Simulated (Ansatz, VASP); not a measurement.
# Y: VASP beside Ansatz

Contents of INCAR:

```
PREC = Accurate
ENCUT = 500
EDIFF = 1E-6
ISMEAR = -1
SIGMA = 0.1
LREAL = False
LASPH = True
NELM = 120
ALGO = Normal
ISIF = 2
LWAVE = False
LCHARG = False
GGA = PE
NBANDS = 24
GGA_COMPAT = False
```

Contents of KPOINTS:

```
Automatic mesh
0
Gamma
  7 7 10
```

The input POSCAR:

```
Y
1.0
    5.5756864060      0.0000000000      0.0000000000
   -2.7878432030      4.8286860711      0.0000000000
    0.0000000000      0.0000000000      3.4814972180
Y
3
Direct
    0.0000000000      1.0000000000      0.0000000000
    0.3333333333      0.6666666667      0.5000000000
    0.6666666667      0.3333333333      0.5000000000
```

Input for Ansatz:

```yaml
crystal:
  lattice:
    - [5.575686406, 0.0, 0.0]
    - [-2.787843203, 4.8286860711, 0.0]
    - [0.0, 0.0, 3.481497218]
  atoms:
    - { symbol: "Y", position: [0.0, 1.0, 0.0] }
    - { symbol: "Y", position: [0.3333333333, 0.6666666667, 0.5] }
    - { symbol: "Y", position: [0.6666666667, 0.3333333333, 0.5] }
hamiltonian:
  xc: pbe
  pseudopotentials:
    kind: paw
    azcp:
      "Y": "pseudopotentials/Y.paw.azcp"
basis:
  ecutwfc: 420
  fft_grid_basis: typed
kpoints:
  mp_grid: { grid: [7, 7, 10], shift: [0, 0, 0] }
magnetization:
  spin_polarized: false
scf:
  occupations: { method: fermi_dirac, width: 0.1 }
  lower_state_search: "off"
output:
  stress: true
  write_density: true
  write_potential: true
  elf: true
  volumetric_format: npy
```

Alike in both runs: task single point; functional PBE; k mesh 7 × 7 × 10; occupations fermi-dirac, width 0.1 eV; no spin polarisation.

```csv
,VASP,Ansatz
version,VASP 6.6.1,Ansatz 0.2.0
potentials or method,"VASP PAW PBE potentials, release 64 (Y_sv), cutoff 500 eV","plane waves (420 eV) with PAW, scalar-relativistic"
valence electrons in the cell,33,33
```

|  | VASP | Ansatz | Ansatz less VASP |
| --- | --- | --- | --- |
| pressure (GPa) | 1.6 | 1.7 | +0.12 |
| traceless stress, the component that is largest in VASP (GPa) | -0.10 | -0.09 | +0.005 |
